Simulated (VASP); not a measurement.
# CsSnI3 (Pm-3m) in VASP: notebook

The runs below take CsSnI3 through single point, relaxation of cell and atoms, with PBEsol.

Program: VASP 6.6.1. These are calculated values, not measurements. Logs are shortened: lines on timing, memory, paths and dates and some standing lists are left out, and cuts for length are marked.

**1. The cell of the first run**

The structure is cubic, space group Pm-3m (No. 221). The conventional cell has a = 6.137 Å, b = 6.137 Å, c = 6.137 Å, α = 90.00°, β = 90.00°, γ = 90.00°. Cs (site symmetry m-3m) has 12 I at 4.34 Å and 8 Sn at 5.31 Å within 5.7 Å. Within 4.0 Å of Sn (site symmetry m-3m) lie 6 I at 3.07 Å. Within 4.0 Å of I (site symmetry 4/mmm) lie 2 Sn at 3.07 Å.

**2. Single point, PBEsol**

The input, INCAR:

```
SYSTEM = CsSnI3
ALGO = Normal
EDIFF = 1E-6
ENCUT = 520
GGA = PS
ISIF = 2
ISMEAR = 0
LASPH = .True.
LCHARG = .False.
LREAL = .False.
LWAVE = .False.
NBANDS = 30
NELM = 100
PREC = Accurate
SIGMA = 0.02
```

The input, KPOINTS:

```
k-points
0
Gamma
  6 6 6
  0 0 0
```

The input, POSCAR:

```
CsSnI3
1.0
    6.1366637681      0.0000000000      0.0000000000
    0.0000000000      6.1366637681      0.0000000000
    0.0000000000      0.0000000000      6.1366637681
Cs Sn I
1 1 3
Direct
    0.0000000000      0.0000000000      0.0000000000
    0.5000000000      0.5000000000      0.5000000000
    0.0000000000      0.5000000000      0.5000000000
    0.5000000000      0.0000000000      0.5000000000
    0.5000000000      0.5000000000      0.0000000000
```

Potentials or basis: VASP PAW PBE potentials, release 64 (Cs_sv, Sn_d, I).

On the command line:

```console
$ cat potpaw_PBE.64/Cs_sv/POTCAR potpaw_PBE.64/Sn_d/POTCAR potpaw_PBE.64/I/POTCAR > POTCAR
$ mpirun -np 1 vasp_std > vasp.out
```

OUTCAR:

```text
SYSTEM = CsSnI3
   EDIFF = 1E-6
   ENCUT = 520
   GGA = PS
   ISIF = 2
   ISMEAR = 0
   LASPH = .True.
   LREAL = .False.
   NELM = 100
   PREC = Accurate

 ion  position               nearest neighbor table
   1  0.000  0.000  0.000-
   2  0.500  0.500  0.500-   3 3.07   4 3.07   5 3.07   5 3.07   4 3.07   3 3.07
   3  0.000  0.500  0.500-   2 3.07   2 3.07
   4  0.500  0.000  0.500-   2 3.07   2 3.07
   5  0.500  0.500  0.000-   2 3.07   2 3.07

  LATTYP: Found a simple cubic cell.
 ALAT       =     6.1366637681

  Lattice vectors:

 A1 = (   6.1366637681,   0.0000000000,   0.0000000000)
 A2 = (   0.0000000000,   6.1366637681,   0.0000000000)
 A3 = (   0.0000000000,   0.0000000000,   6.1366637681)

Analysis of symmetry for initial positions (statically):
=====================================================================
 Subroutine PRICEL returns:
 Original cell was already a primitive cell.

 Routine SETGRP: Setting up the symmetry group for a
 simple cubic supercell.

 Subroutine GETGRP returns: Found 48 space group operations
 (whereof 48 operations were pure point group operations)
 out of a pool of 48 trial point group operations.

The static configuration has the point symmetry O_h .

Analysis of symmetry for dynamics (positions and initial velocities):
=====================================================================
 Subroutine PRICEL returns:
 Original cell was already a primitive cell.

 Routine SETGRP: Setting up the symmetry group for a
 simple cubic supercell.

 Subroutine GETGRP returns: Found 48 space group operations
 (whereof 48 operations were pure point group operations)
 out of a pool of 48 trial point group operations.

The dynamic configuration has the point symmetry O_h .

 Subroutine INISYM returns: Found 48 space group operations
 (whereof 48 operations are pure point group operations),
 and found     1 'primitive' translations

----------------------------------------------------------------------------------------

                                     Primitive cell

  volume of cell :     231.0984

  direct lattice vectors                    reciprocal lattice vectors
     6.136663768  0.000000000  0.000000000     0.162954993  0.000000000  0.000000000
     0.000000000  6.136663768  0.000000000     0.000000000  0.162954993  0.000000000
     0.000000000  0.000000000  6.136663768     0.000000000  0.000000000  0.162954993

  length of vectors
     6.136663768  6.136663768  6.136663768     0.162954993  0.162954993  0.162954993

  position of ions in fractional coordinates (direct lattice)
     0.000000000  0.000000000  0.000000000
     0.500000000  0.500000000  0.500000000
     0.000000000  0.500000000  0.500000000
     0.500000000  0.000000000  0.500000000
     0.500000000  0.500000000  0.000000000

  ion indices of the primitive-cell ions
   primitive index   ion index
                 1           1
                 2           2
                 3           3
                 4           4
                 5           5

----------------------------------------------------------------------------------------

 KPOINTS: k-points

Automatic generation of k-mesh.
 Grid dimensions read from file:
 generate k-points for:    6    6    6

 Generating k-lattice:

  Cartesian coordinates                     Fractional coordinates (reciprocal lattice)
     0.027159165  0.000000000  0.000000000     0.166666667  0.000000000  0.000000000
     0.000000000  0.027159165  0.000000000     0.000000000  0.166666667  0.000000000
     0.000000000  0.000000000  0.027159165     0.000000000  0.000000000  0.166666667

  Length of vectors
     0.027159165  0.027159165  0.027159165

  Shift w.r.t. Gamma in fractional coordinates (k-lattice)
     0.000000000  0.000000000  0.000000000

 Subroutine IBZKPT returns following result:
 ===========================================

 Found     20 irreducible k-points:

 Following reciprocal coordinates:
            Coordinates               Weight
  0.000000  0.000000  0.000000      1.000000
  0.166667  0.000000  0.000000      6.000000
  0.333333  0.000000  0.000000      6.000000
  0.500000  0.000000  0.000000      3.000000
  0.166667  0.166667  0.000000     12.000000
  0.333333  0.166667  0.000000     24.000000
[... 12 lines left out ...]
  0.500000  0.500000  0.333333      6.000000
  0.500000  0.500000  0.500000      1.000000
   k-points           NKPTS =     20   k-points in BZ     NKDIM =     20   number of bands    NBANDS=     30
   number of dos      NEDOS =    301   number of ions     NIONS =      5
   total plane-waves  NPLWV = 110592
   dimension x,y,z NGX =    48 NGY =   48 NGZ =   48
   dimension x,y,z NGXF=    96 NGYF=   96 NGZF=   96
   ions per type =               1   1   3
   NGX,Y,Z   is equivalent  to a cutoff of  13.00, 13.00, 13.00 a.u.
   NGXF,Y,Z  is equivalent  to a cutoff of  26.01, 26.01, 26.01 a.u.
 SYSTEM =  CsSnI3
   PREC   = accura    normal or accurate (medium, high low for compatibility)
   ISTART =      0    job   : 0-new  1-cont  2-samecut
   ICHARG =      2    charge: 1-file 2-atom 10-const
   ISPIN  =      1    spin polarized calculation?
   LNONCOLLINEAR =      F non collinear calculations
   LSORBIT =      F    spin-orbit coupling
   LASPH  =      T    aspherical Exc in radial PAW
   ENCUT  =  520.0 eV  38.22 Ry    6.18 a.u.  11.41 11.41 11.41*2*pi/ulx,y,z
   NELM   =    100;   NELMIN=  2; NELMDL= -5     # of ELM steps
   EDIFF  = 0.1E-05   stopping-criterion for ELM
   LREAL  =      F    real-space projection
   EDIFFG = 0.1E-04   stopping-criterion for IOM
   NSW    =      0    number of steps for IOM
   IBRION =     -1    ionic relax: 0-MD 1-quasi-New 2-CG
   NFREE  =      0    steps in history (QN), initial steepest desc. (CG)
   ISIF   =      2    stress and relaxation
   ISYM   =      2    0-nonsym 1-usesym 2-fastsym
   POTIM  = 0.5000    time-step for ionic-motion
   TEBEG  =    0.0;   TEEND  =   0.0 temperature during run
   PSTRESS=    0.0 pullay stress
   NELECT =      44.0000    total number of electrons
   NUPDOWN=      -1.0000    fix difference up-down
   EMIN   =  10.00;   EMAX   =-10.00  energy-range for DOS
   EFERMI =   0.00;   METHOD = LEGACY
   ISMEAR =     0;   SIGMA  =   0.02  broadening in eV -4-tet -1-fermi 0-gaus
   EFERMI_NEDOS =   21; number of points for ismear=-14 and -15
   IALGO  =     38    algorithm
   IMIX   =      4    mixing-type and parameters
     AMIX     =   0.40;   BMIX     =  1.00
     AMIX_MAG =   1.60;   BMIX_MAG =  1.00
  volume/ion in A,a.u.               =      46.22       311.91
  Fermi-wavevector in a.u.,A,eV,Ry     =   0.941803  1.779750 12.068270  0.886993
  Thomas-Fermi vector in A             =   2.069350
   LORBIT       =      0    0 simple, 1 ext, 2 COOP (PROOUT), +10 PAW based schemes
   GGA     = PS    functional components
   LHFCALC =     F    Hartree Fock is set to
   AEXX    =    0.0000 exact exchange contribution
   IVDW    =     0    specifies the selected vdW correction
   LEPSILON=     F    determine dielectric tensor
   LRPA    =     F    only Hartree local field effects (RPA)
 non-spin polarized calculation
 Gauss-broadening in eV      SIGMA  =   0.02
  energy-cutoff  :      520.00
  volume of cell :      231.10
 maximum number of plane-waves:      6246
 NGX is ok and might be reduce to    48
   NGX = 23   NGY = 23   NGZ = 23

 number of electron      44.0000009 magnetization

 Free energy of the ion-electron system (eV)
  ---------------------------------------------------
  ext. energy  EPLUGINS =         0.00000000
  ---------------------------------------------------
  free energy    TOTEN  =       -15.07928138 eV

  energy without entropy =      -15.07928114  energy(sigma->0) =      -15.07928126

 E-fermi :   3.2591     XC(G=0):  -7.8319

 val. band max:        3.2097230806   @ k =   0.5000   0.5000   0.5000
 cond. band min:       3.3125510337   @ k =   0.5000   0.5000   0.5000
 fundamental gap:      0.1028279531
 Fermi energy:         3.2591346640

 k-point     1 :       0.0000    0.0000    0.0000
  band No.  band energies     occupation
      1     -19.2222      2.00000
      2     -18.9237      2.00000
      3     -18.9237      2.00000
      4     -18.8971      2.00000
      5     -18.8971      2.00000
      6     -18.8971      2.00000
[... 22 lines left out ...]
     29       7.9172      0.00000
     30       7.9172      0.00000

 k-point     2 :       0.1667    0.0000    0.0000
  band No.  band energies     occupation
      1     -19.2220      2.00000
      2     -18.9237      2.00000
      3     -18.9232      2.00000
      4     -18.8971      2.00000
      5     -18.8971      2.00000
      6     -18.8971      2.00000
[... 22 lines left out ...]
     29       6.8874      0.00000
     30       7.8283      0.00000

 k-point     3 :       0.3333    0.0000    0.0000
  band No.  band energies     occupation
      1     -19.2218      2.00000
      2     -18.9237      2.00000
      3     -18.9221      2.00000
      4     -18.8972      2.00000
      5     -18.8972      2.00000
      6     -18.8971      2.00000
[... 22 lines left out ...]
     29       7.2192      0.00000
     30       7.7769      0.00000

 k-point     4 :       0.5000    0.0000    0.0000
  band No.  band energies     occupation
      1     -19.2216      2.00000
      2     -18.9236      2.00000
      3     -18.9216      2.00000
      4     -18.8973      2.00000
      5     -18.8973      2.00000
      6     -18.8971      2.00000
[... 484 lines left out ...]
     29       7.2729      0.00000
     30       7.8671      0.00000

 k-point    19 :       0.5000    0.5000    0.3333
  band No.  band energies     occupation
      1     -19.2209      2.00000
      2     -18.9211      2.00000
      3     -18.9206      2.00000
      4     -18.8975      2.00000
      5     -18.8974      2.00000
      6     -18.8974      2.00000
[... 22 lines left out ...]
     29       7.1102      0.00000
     30       8.0302      0.00000

 k-point    20 :       0.5000    0.5000    0.5000
  band No.  band energies     occupation
      1     -19.2207      2.00000
      2     -18.9206      2.00000
      3     -18.9206      2.00000
      4     -18.8975      2.00000
      5     -18.8975      2.00000
      6     -18.8975      2.00000
[... 22 lines left out ...]
     29       6.9538      0.00000
     30       8.2267      0.00000

------------------------ aborting loop because EDIFF is reached ----------------------------------------

  FORCE on cell =-STRESS in cart. coord.  units (eV):
  Direction    XX          YY          ZZ          XY          YZ          ZX
  --------------------------------------------------------------------------------------
  -------------------------------------------------------------------------------------
  Total        0.0094809      0.0094809      0.0094809     -0.0000000     -0.0000000      0.0000000
  in kB        0.0657298      0.0657298      0.0657298     -0.0000000     -0.0000000      0.0000000
  external PRESSURE =       0.0657298 kB  Pullay stress =       0.0000000 kB

 VOLUME and BASIS-vectors are now :
 -----------------------------------------------------------------------------
  energy-cutoff  :      520.00
  volume of cell :      231.10
      direct lattice vectors                 reciprocal lattice vectors
     6.136663768  0.000000000  0.000000000     0.162954993  0.000000000  0.000000000
     0.000000000  6.136663768  0.000000000     0.000000000  0.162954993  0.000000000
     0.000000000  0.000000000  6.136663768     0.000000000  0.000000000  0.162954993

 POSITION                                       TOTAL-FORCE (eV/Angst)
 -----------------------------------------------------------------------------------
      0.00000      0.00000      0.00000         0.000000      0.000000      0.000000
      3.06833      3.06833      3.06833         0.000000      0.000000      0.000000
      0.00000      3.06833      3.06833         0.000000      0.000000      0.000000
      3.06833      0.00000      3.06833         0.000000      0.000000      0.000000
      3.06833      3.06833      0.00000         0.000000      0.000000      0.000000
 -----------------------------------------------------------------------------------
    total drift:                                0.000000     -0.000000     -0.000000

  FREE ENERGIE OF THE ION-ELECTRON SYSTEM (eV)
  ---------------------------------------------------
  free  energy   TOTEN  =       -15.0792813831 eV

  energy  without entropy=      -15.0792811413  energy(sigma->0) =      -15.07928126
```

It took 3 min on 1 thread of Intel Xeon Platinum 8375C at 2.90GHz (Ice Lake), shared host; peak memory 0.4 GiB.

Results:

| Item | Value |
| --- | --- |
| Free energy | -15.0793 eV |
| Pressure | 0.0 GPa |
| Band gap on the k mesh | 0.10 eV |

Levels at points of the mesh, in eV from the valence-band top:
```csv
k point,band 19,band 20,band 21,band 22,band 23,band 24,band 25,band 26
"(0.00, 0.00, 0.00)",-2.58,-2.40,-2.40,-2.40,1.88,2.78,2.78,3.11
"(0.50, 0.00, 0.00)",-2.76,-2.54,-2.54,-1.70,0.92,3.52,3.63,3.93
"(0.50, 0.50, 0.00)",-2.92,-2.75,-1.95,-0.85,0.59,0.59,3.90,3.97
"(0.50, 0.50, 0.50)",-1.93,-1.93,-1.93,0.00,0.10,0.10,0.10,2.69
```

Caveat: semilocal functionals underestimate gaps, and a narrow one can read as zero; the PAW data sets were made with another functional, which shifts forces and pressure a little; spin-orbit coupling is left out, which moves the levels of the heavy elements. A k mesh can miss the band edges.

**3. Relaxation of cell and atoms, PBEsol**

This run uses another cell than the first one, of 49.61 Å³/atom.

The input, INCAR:

```
SYSTEM = CsSnI3
  ALGO = Normal
  EDIFF = 1E-6
  EDIFFG = -0.005
  ENCUT = 600
  GGA = PS
  IBRION = 2
  ISIF = 3
  ISMEAR = 0
  LASPH = .True.
  LCHARG = .False.
  LREAL = .False.
  LWAVE = .False.
  NELM = 60
  NSW = 70
  PREC = Accurate
  SIGMA = 0.02
```

KPOINTS is that of step 2.

Edit POSCAR of step 2 so:

```diff
@@ -2,5 +2,5 @@
 1.0
-    6.1366637681      0.0000000000      0.0000000000
-    0.0000000000      6.1366637681      0.0000000000
-    0.0000000000      0.0000000000      6.1366637681
+    6.2831694884      0.0000000000      0.0000000000
+    0.0000000000      6.2831694884      0.0000000000
+    0.0000000000      0.0000000000      6.2831694884
 Cs Sn I
```

Potentials or basis: VASP PAW PBE potentials, release 64 (Cs_sv, Sn_d, I).

On the command line:

```console
$ cat potpaw_PBE.64/Cs_sv/POTCAR potpaw_PBE.64/Sn_d/POTCAR potpaw_PBE.64/I/POTCAR > POTCAR
$ mpirun -np 1 vasp_std > vasp.out
```

Wall time 9.2 min (1 thread of Intel Xeon Platinum 8375C at 2.90GHz (Ice Lake), shared host); peak memory 0.48 GiB.

Results (log left out):

```yaml
Free_energy: -15.0803 eV
Relaxed_volume: 46.25 Å³/atom
Relaxed_cell: a = 6.138 Å, b = 6.138 Å, c = 6.138 Å, α = 90.00°, β = 90.00°, γ = 90.00°
Space_group_after_relaxing_to_0.1_Å: Pm-3m (No. 221)
Energy_gained_by_relaxing: 12.1 meV/atom
Ionic_steps: 3
Pressure_after_relaxing: 0.0 GPa
Band_gap_on_the_k_mesh: 0.11 eV
```

Step by step:
```csv
step,energy change (eV),largest force (eV/Å),pressure (GPa),volume (Å³)
1,0.0000,0.0000,-1.10,248.05
2,-0.0551,0.0000,-0.35,236.04
3,-0.0604,0.0000,0.01,231.25
```

Final structure:
```
CELL_PARAMETERS angstrom
6.13802 0.00000 0.00000
0.00000 6.13802 0.00000
0.00000 0.00000 6.13802
ATOMIC_POSITIONS crystal
Cs 0.00000 0.00000 0.00000
Sn 0.50000 0.50000 0.50000
I 0.00000 0.50000 0.50000
I 0.50000 0.00000 0.50000
I 0.50000 0.50000 0.00000
```

Levels at points of the mesh, in eV from the valence-band top:
```
           k point  band 19  band 20  band 21  band 22  band 23  band 24  band 25  band 26
(0.00, 0.00, 0.00)    -2.57    -2.39    -2.39    -2.39     1.89     2.79     2.79     3.11
(0.50, 0.00, 0.00)    -2.76    -2.53    -2.53    -1.70     0.92     3.52     3.63     3.93
(0.50, 0.50, 0.00)    -2.92    -2.75    -1.94    -0.84     0.59     0.59     3.90     3.97
(0.50, 0.50, 0.50)    -1.92    -1.92    -1.92     0.00     0.11     0.11     0.11     2.69
```

Caveat: semilocal functionals underestimate gaps, and a narrow one can read as zero; the PAW data sets were made with another functional, which shifts forces and pressure a little; spin-orbit coupling is left out, which moves the levels of the heavy elements.
